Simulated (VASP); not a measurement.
# BeTe (F-43m) in VASP: further runs

BeTe is run at these levels: LDA, PBE, PBEsol; tasks: dielectric tensor, vibrations by perturbation theory.

All numbers are computed with VASP 6.6.1; they aren't measurements. Logs are shortened: lines on timing, memory, paths and dates and some standing lists are left out, and cuts for length are marked.

### 1 The cell of the first run

The structure is cubic, space group F-43m (No. 216). The conventional cell has a = 5.540 Å, b = 5.540 Å, c = 5.540 Å, α = 90.00°, β = 90.00°, γ = 90.00°. Te (site symmetry -43m) has 4 Be at 2.40 Å within 3.2 Å. Within 3.2 Å of Be (site symmetry -43m) lie 4 Te at 2.40 Å.

### 2 Dielectric tensor, LDA

Contents of INCAR:

```
PREC = Accurate
ENCUT = 520
EDIFF = 1E-8
ISMEAR = 0
SIGMA = 0.01
LREAL = False
LASPH = True
NELM = 60
ALGO = Normal
ISIF = 2
LWAVE = False
LCHARG = False
GGA = CA
LEPSILON = True
```

Contents of KPOINTS:

```
Automatic mesh
0
Gamma
  8 8 8
```

Contents of POSCAR:

```
BeTe
1.0
    0.0000000000      2.7700000000      2.7700000000
    2.7700000000      0.0000000000      2.7700000000
    2.7700000000      2.7700000000      0.0000000000
Te Be
1 1
Direct
    0.7500000000      0.7500000000      0.7500000000
    0.0000000000      0.0000000000      0.0000000000
```

Potentials or basis: VASP PAW LDA potentials, release 64 (Te, Be).

Started as:

```
$ cat potpaw_LDA.64/Te/POTCAR potpaw_LDA.64/Be/POTCAR > POTCAR
$ mpirun -np 1 vasp_std > vasp.out
```

OUTCAR:

```text
PREC = Accurate
   ENCUT = 520
   EDIFF = 1E-8
   ISMEAR = 0
   LREAL = False
   LASPH = True
   NELM = 60
   ISIF = 2
   GGA = CA
   LEPSILON = True

 ion  position               nearest neighbor table
   1  0.750  0.750  0.750-   2 2.40   2 2.40   2 2.40   2 2.40
   2  0.000  0.000  0.000-   1 2.40   1 2.40   1 2.40   1 2.40

  LATTYP: Found a face centered cubic cell.
 ALAT       =     5.5400000000

  Lattice vectors:

 A1 = (   0.0000000000,   2.7700000000,   2.7700000000)
 A2 = (   2.7700000000,   0.0000000000,   2.7700000000)
 A3 = (   2.7700000000,   2.7700000000,   0.0000000000)

Analysis of symmetry for initial positions (statically):
=====================================================================
 Subroutine PRICEL returns:
 Original cell was already a primitive cell.

 Routine SETGRP: Setting up the symmetry group for a
 face centered cubic supercell.

 Subroutine GETGRP returns: Found 24 space group operations
 (whereof 24 operations were pure point group operations)
 out of a pool of 48 trial point group operations.

The static configuration has the point symmetry T_d .

Analysis of symmetry for dynamics (positions and initial velocities):
=====================================================================
 Subroutine PRICEL returns:
 Original cell was already a primitive cell.

 Routine SETGRP: Setting up the symmetry group for a
 face centered cubic supercell.

 Subroutine GETGRP returns: Found 24 space group operations
 (whereof 24 operations were pure point group operations)
 out of a pool of 48 trial point group operations.

The dynamic configuration has the point symmetry T_d .

 Subroutine INISYM returns: Found 24 space group operations
 (whereof 24 operations are pure point group operations),
 and found     1 'primitive' translations

----------------------------------------------------------------------------------------

                                     Primitive cell

  volume of cell :      42.5079

  direct lattice vectors                    reciprocal lattice vectors
     0.000000000  2.770000000  2.770000000    -0.180505415  0.180505415  0.180505415
     2.770000000  0.000000000  2.770000000     0.180505415 -0.180505415  0.180505415
     2.770000000  2.770000000  0.000000000     0.180505415  0.180505415 -0.180505415

  length of vectors
     3.917371568  3.917371568  3.917371568     0.312644550  0.312644550  0.312644550

  position of ions in fractional coordinates (direct lattice)
     0.750000000  0.750000000  0.750000000
     0.000000000  0.000000000  0.000000000

  ion indices of the primitive-cell ions
   primitive index   ion index
                 1           1
                 2           2

----------------------------------------------------------------------------------------

 KPOINTS: Automatic mesh

Automatic generation of k-mesh.
 Grid dimensions read from file:
 generate k-points for:    8    8    8

 Generating k-lattice:

  Cartesian coordinates                     Fractional coordinates (reciprocal lattice)
    -0.022563177  0.022563177  0.022563177     0.125000000  0.000000000  0.000000000
     0.022563177 -0.022563177  0.022563177     0.000000000  0.125000000  0.000000000
     0.022563177  0.022563177 -0.022563177     0.000000000  0.000000000  0.125000000

  Length of vectors
     0.039080569  0.039080569  0.039080569

  Shift w.r.t. Gamma in fractional coordinates (k-lattice)
     0.000000000  0.000000000  0.000000000

 Subroutine IBZKPT returns following result:
 ===========================================

 Found     29 irreducible k-points:

 Following reciprocal coordinates:
            Coordinates               Weight
  0.000000  0.000000  0.000000      1.000000
  0.125000  0.000000  0.000000      8.000000
  0.250000  0.000000  0.000000      8.000000
  0.375000  0.000000  0.000000      8.000000
  0.500000  0.000000  0.000000      4.000000
  0.125000  0.125000  0.000000      6.000000
[... 16 lines left out ...]
  0.500000  0.250000  0.125000     48.000000
 -0.375000  0.250000  0.125000     24.000000
 [... further k-points ...]
   k-points           NKPTS =     29   k-points in BZ     NKDIM =     29   number of bands    NBANDS=      8
   number of dos      NEDOS =    301   number of ions     NIONS =      2
   total plane-waves  NPLWV =  27000
   dimension x,y,z NGX =    30 NGY =   30 NGZ =   30
   dimension x,y,z NGXF=    60 NGYF=   60 NGZF=   60
   ions per type =               1   1
   NGX,Y,Z   is equivalent  to a cutoff of  12.73, 12.73, 12.73 a.u.
   NGXF,Y,Z  is equivalent  to a cutoff of  25.46, 25.46, 25.46 a.u.
 SYSTEM =  unknown system
   PREC   = accura    normal or accurate (medium, high low for compatibility)
   ISTART =      0    job   : 0-new  1-cont  2-samecut
   ICHARG =      2    charge: 1-file 2-atom 10-const
   ISPIN  =      1    spin polarized calculation?
   LNONCOLLINEAR =      F non collinear calculations
   LSORBIT =      F    spin-orbit coupling
   LASPH  =      T    aspherical Exc in radial PAW
   ENCUT  =  520.0 eV  38.22 Ry    6.18 a.u.   7.28  7.28  7.28*2*pi/ulx,y,z
   NELM   =     60;   NELMIN=  2; NELMDL= -5     # of ELM steps
   EDIFF  = 0.1E-07   stopping-criterion for ELM
   LREAL  =      F    real-space projection
   EDIFFG = 0.1E-06   stopping-criterion for IOM
   NSW    =      0    number of steps for IOM
   IBRION =     -1    ionic relax: 0-MD 1-quasi-New 2-CG
   NFREE  =      0    steps in history (QN), initial steepest desc. (CG)
   ISIF   =      2    stress and relaxation
   ISYM   =      2    0-nonsym 1-usesym 2-fastsym
   POTIM  = 0.5000    time-step for ionic-motion
   TEBEG  =    0.0;   TEEND  =   0.0 temperature during run
   PSTRESS=    0.0 pullay stress
   NELECT =       8.0000    total number of electrons
   NUPDOWN=      -1.0000    fix difference up-down
   EMIN   =  10.00;   EMAX   =-10.00  energy-range for DOS
   EFERMI =   0.00;   METHOD = LEGACY
   ISMEAR =     0;   SIGMA  =   0.01  broadening in eV -4-tet -1-fermi 0-gaus
   EFERMI_NEDOS =   21; number of points for ismear=-14 and -15
   IALGO  =     38    algorithm
   IMIX   =      4    mixing-type and parameters
     AMIX     =   0.40;   BMIX     =  1.00
     AMIX_MAG =   1.60;   BMIX_MAG =  1.00
  volume/ion in A,a.u.               =      21.25       143.43
  Fermi-wavevector in a.u.,A,eV,Ry     =   0.938170  1.772885 11.975354  0.880164
  Thomas-Fermi vector in A             =   2.065355
   LORBIT       =      0    0 simple, 1 ext, 2 COOP (PROOUT), +10 PAW based schemes
   GGA     = CA    functional components
   LHFCALC =     F    Hartree Fock is set to
   AEXX    =    0.0000 exact exchange contribution
   IVDW    =     0    specifies the selected vdW correction
   LEPSILON=     T    determine dielectric tensor
   LRPA    =     F    only Hartree local field effects (RPA)
 non-spin polarized calculation
 Gauss-broadening in eV      SIGMA  =   0.01
  energy-cutoff  :      520.00
  volume of cell :       42.51
 maximum number of plane-waves:      1162
 NGX is ok and might be reduce to    30
   NGX = 15   NGY = 15   NGZ = 15

--------------------------------------- Ionic step        1  -------------------------------------------

 number of electron       8.0000000 magnetization

 E-fermi :   5.5668     XC(G=0):  -9.4620

 val. band max:        5.5114159663   @ k =   0.0000   0.0000   0.0000
 cond. band min:       7.2618589812   @ k =   0.5000   0.5000   0.0000
 fundamental gap:      1.7504430149
 Fermi energy:         5.5668021286

 k-point     1 :       0.0000    0.0000    0.0000
  band No.  band energies     occupation
      1      -7.1406      2.00000
      2       5.5114      2.00000
      3       5.5114      2.00000
      4       5.5114      2.00000
      5       9.0533      0.00000
      6       9.0533      0.00000
      7       9.0533      0.00000
      8       9.6023      0.00000
[... 243 lines left out ...]
 k-point    24 :      -0.3750    0.2500    0.1250
  band No.  band energies     occupation
      1      -5.4216      2.00000
      2       0.1118      2.00000
      3       2.4417      2.00000
      4       3.4566      2.00000
      5       9.6271      0.00000
      6       9.9247      0.00000
      7      12.2837      0.00000
      8      13.3432      0.00000

 [... further k-points ...]

  FORCE on cell =-STRESS in cart. coord.  units (eV):
  Direction    XX          YY          ZZ          XY          YZ          ZX
  --------------------------------------------------------------------------------------
  -------------------------------------------------------------------------------------
  Total        0.2097040      0.2097040      0.2097040      0.0000000      0.0000000      0.0000000
  in kB        7.9040188      7.9040188      7.9040188      0.0000000      0.0000000      0.0000000
  external PRESSURE =       7.9040188 kB  Pullay stress =       0.0000000 kB

 VOLUME and BASIS-vectors are now :
 -----------------------------------------------------------------------------
  energy-cutoff  :      520.00
  volume of cell :       42.51
      direct lattice vectors                 reciprocal lattice vectors
     0.000000000  2.770000000  2.770000000    -0.180505415  0.180505415  0.180505415
     2.770000000  0.000000000  2.770000000     0.180505415 -0.180505415  0.180505415
     2.770000000  2.770000000  0.000000000     0.180505415  0.180505415 -0.180505415

 POSITION                                       TOTAL-FORCE (eV/Angst)
 -----------------------------------------------------------------------------------
      4.15500      4.15500      4.15500        -0.000000     -0.000000      0.000000
      0.00000      0.00000      0.00000         0.000000      0.000000     -0.000000
 -----------------------------------------------------------------------------------
    total drift:                               -0.000000     -0.000000     -0.000000

  FREE ENERGIE OF THE ION-ELECTRON SYSTEM (eV)
  ---------------------------------------------------
  free  energy   TOTEN  =        -8.7253724735 eV

  energy  without entropy=       -8.7253724735  energy(sigma->0) =       -8.72537247

 HEAD OF MICROSCOPIC STATIC DIELECTRIC TENSOR (INDEPENDENT PARTICLE, excluding Hartree and local field effects)
 ------------------------------------------------------
           8.239083     0.000000    -0.000000
          -0.000000     8.239083     0.000000
          -0.000000     0.000000     8.239083
 ------------------------------------------------------

 Free energy of the ion-electron system (eV)
  ---------------------------------------------------
  ---------------------------------------------------
  free energy    TOTEN  =        -0.84642770 eV

  energy without entropy =       -0.84642770

------------------------ aborting loop because EDIFF is reached ----------------------------------------

--------------------------------------- Ionic step        2  -------------------------------------------

------------------------ aborting loop because EDIFF is reached ----------------------------------------

--------------------------------------- Ionic step        3  -------------------------------------------

 Free energy of the ion-electron system (eV)
  ---------------------------------------------------
  ---------------------------------------------------
  free energy    TOTEN  =        -0.84642854 eV

  energy without entropy =       -0.84642854

------------------------ aborting loop because EDIFF is reached ----------------------------------------

 PIEZOELECTRIC TENSOR FIELD DIRECTION 3  (e Angst)
 -----------------------------------------------------------------------------
    -0.00055  1.18051  0.00000           (  0.00000 -0.08097  0.00000)
     1.18051 -0.00055  0.00000           ( -0.08097  0.00000  0.00000)
     0.00000  0.00000 -0.00057           (  0.00000  0.00000  0.00000)

 PIEZOELECTRIC TENSOR FIELD DIRECTION 3  (C/m^2)
 -----------------------------------------------------------------------------
    -0.00021  0.44495  0.00000
     0.44495 -0.00021  0.00000
     0.00000  0.00000 -0.00021

 MACROSCOPIC STATIC DIELECTRIC TENSOR (including local field effects in DFT)
 ------------------------------------------------------
           7.660838     0.000000     0.000000
          -0.000000     7.660838     0.000000
          -0.000000    -0.000000     7.660838
 ------------------------------------------------------

 PIEZOELECTRIC TENSOR (including local field effects)  for field in x, y, z        (e  Angst)
          XX          YY          ZZ          XY          YZ          ZX
  --------------------------------------------------------------------------------
  x    -0.00000     0.00000    -0.00000     0.00000     1.18477     0.00000
  y    -0.00000     0.00000    -0.00000     0.00000    -0.00000     1.18477
  z    -0.00000     0.00000     0.00000     1.18477     0.00000     0.00000

 PIEZOELECTRIC TENSOR (including local field effects)  for field in x, y, z        (C/m^2)
          XX          YY          ZZ          XY          YZ          ZX
  --------------------------------------------------------------------------------
  x    -0.00000     0.00000    -0.00000     0.00000     0.44656     0.00000
  y    -0.00000     0.00000    -0.00000     0.00000    -0.00000     0.44656
  z    -0.00000     0.00000     0.00000     0.44656     0.00000     0.00000

 BORN EFFECTIVE CHARGES (including local field effects) (in |e|, cummulative output)
 ---------------------------------------------------------------------------------
 ion    1
    1    -1.22715    -0.00000    -0.00000
    2    -0.00000    -1.22715     0.00000
    3     0.00000     0.00000    -1.22715
 ion    2
    1     1.22715     0.00000     0.00000
    2     0.00000     1.22715    -0.00000
    3     0.00000     0.00000     1.22715
```

Wall time 67 s (1 thread of Intel Xeon 6975P-C (Granite Rapids), shared host); peak memory 0.23 GiB.

Results:

| Property | Result |
| --- | --- |
| Band gap on the k mesh | 1.75 eV, indirect (least direct gap 3.54 eV) |
| Electronic dielectric tensor (diagonal) | 7.66 |
| Born charges (mean of the diagonal) | Te -1.23; Be +1.23 e |

Levels at points of the mesh, in eV from the valence-band top:
```
           k point  band 1  band 2  band 3  band 4  band 5  band 6  band 7  band 8
(0.00, 0.00, 0.00)  -12.65    0.00    0.00    0.00    3.54    3.54    3.54    4.09
(0.50, 0.00, 0.00)  -11.19   -5.86   -1.22   -1.22    3.19    4.53    4.53    7.63
(0.50, 0.50, 0.00)  -10.66   -5.35   -2.83   -2.83    1.75    2.58    9.91    9.91
```

Electronic dielectric tensor:
```
7.66 0.00 0.00
0.00 7.66 0.00
0.00 0.00 7.66
```

Born effective charge tensors (e):
atom 1, Te
```
-1.23  0.00  0.00
 0.00 -1.23  0.00
 0.00  0.00 -1.23
```
atom 2, Be
```
1.23 0.00 0.00
0.00 1.23 0.00
0.00 0.00 1.23
```

Caveat: spin-orbit coupling is left out, which moves the levels of the heavy elements. As with any semilocal functional, this LDA gap is likely too small.

[end of part 1 of 2]
